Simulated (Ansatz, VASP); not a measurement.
# One calculation of PbO, two programs

The input POSCAR:

```
PbO
1.0
    4.0343848471      0.0000000000      0.0000000000
    0.0000000000      4.0343848471      0.0000000000
    0.0000000000      0.0000000000      4.9932162030
Pb O
2 2
Direct
    0.0000000000      0.5000000000      0.2377510646
    0.5000000000      0.0000000000      0.7622489354
    0.0000000000      0.0000000000      0.0000000000
    0.5000000000      0.5000000000      0.0000000000
```

The input INCAR.step1:

```
PREC = Accurate
ENCUT = 520
ISMEAR = 0
SIGMA = 0.02
LREAL = F
LASPH = T
NELM = 100
NBANDS = 28
GGA = PE
ALGO = Normal
EDIFF = 1E-4
LWAVE = T
LCHARG = F
```

INCAR.step2

```
PREC = Accurate
ENCUT = 520
EDIFF = 1E-6
ISMEAR = 0
SIGMA = 0.02
LREAL = F
LASPH = T
NELM = 100
ALGO = Normal
ISIF = 2
LWAVE = F
LCHARG = T
METAGGA = R2SCAN
LMIXTAU = T
LELF = T
LVHAR = T
NBANDS = 28
ISTART = 1
```

Contents of KPOINTS:

```
regular mesh
0
Gamma
  8 8 6
```

Input for Ansatz:

```yaml
crystal:
  lattice:
    - [4.0343848471, 0.0, 0.0]
    - [0.0, 4.0343848471, 0.0]
    - [0.0, 0.0, 4.993216203]
  atoms:
    - { symbol: Pb, position: [0.0, 0.5, 0.2377510646] }
    - { symbol: Pb, position: [0.5, 0.0, 0.7622489354] }
    - { symbol: O, position: [0.0, 0.0, 0.0] }
    - { symbol: O, position: [0.5, 0.5, 0.0] }
basis:
  ecutwfc: 500
kpoints:
  mp_grid: { grid: [8, 8, 6] }
  band_path:
    path:
      - [[0.0, 0.0, 0.0], [0.0, 0.5, 0.0], [0.5, 0.5, 0.0], [0.0, 0.0, 0.0], [0.0, 0.0, 0.5], [0.0, 0.5, 0.5], [0.5, 0.5, 0.5], [0.0, 0.0, 0.5]]
      - [[0.0, 0.5, 0.0], [0.0, 0.5, 0.5]]
      - [[0.5, 0.5, 0.0], [0.5, 0.5, 0.5]]
    npoints: 14
hamiltonian:
  xc: r2scan
scf:
  occupations: { method: gaussian, width: 0.02 }
  n_extra_bands: 10
output:
  forces: true
  stress: true
  eigenvalues: true
  populations: true
  dos: { projected: true, de: 0.02, nscf_kmesh: { grid: [12, 12, 9] } }
  bader: true
  write_density: true
  write_potential: true
  elf: true
  volumetric_format: npy
```

Alike in both runs: task single point; functional r2SCAN; k mesh 8 × 8 × 6; occupations gaussian, width 0.02 eV; no spin polarisation.

```csv
,VASP,Ansatz
version,VASP 6.6.1,Ansatz 0.2.0
potentials or method,"VASP PAW PBE potentials, release 64 (Pb_d, O), cutoff 520 eV","scalar-relativistic, plane waves, PAW"
valence electrons in the cell,40,40
```

Ansatz gave:

| Property | Result |
| --- | --- |
| gap on the k mesh at the Fermi level (eV) | 1.59 |
| least direct gap on the mesh (eV) | 2.60 |
| pressure (GPa) | -1.4 |
| traceless stress, the component that is largest in VASP (GPa) | 0.62 |
| rms of the force components (eV/Å) | 0.155 |

Question: What did VASP give for the same quantities?

Answer: gap on the k mesh at the Fermi level (eV): 1.59; least direct gap on the mesh (eV): 2.59; pressure (GPa): -0.9; traceless stress, the component that is largest in VASP (GPa): 0.51; rms of the force components (eV/Å): 0.114.

VASP's potentials were made for PBE, not for r2SCAN. Atom by atom the forces differ by 0.041 eV/Å (rms over components).

Spin-orbit coupling is off throughout.
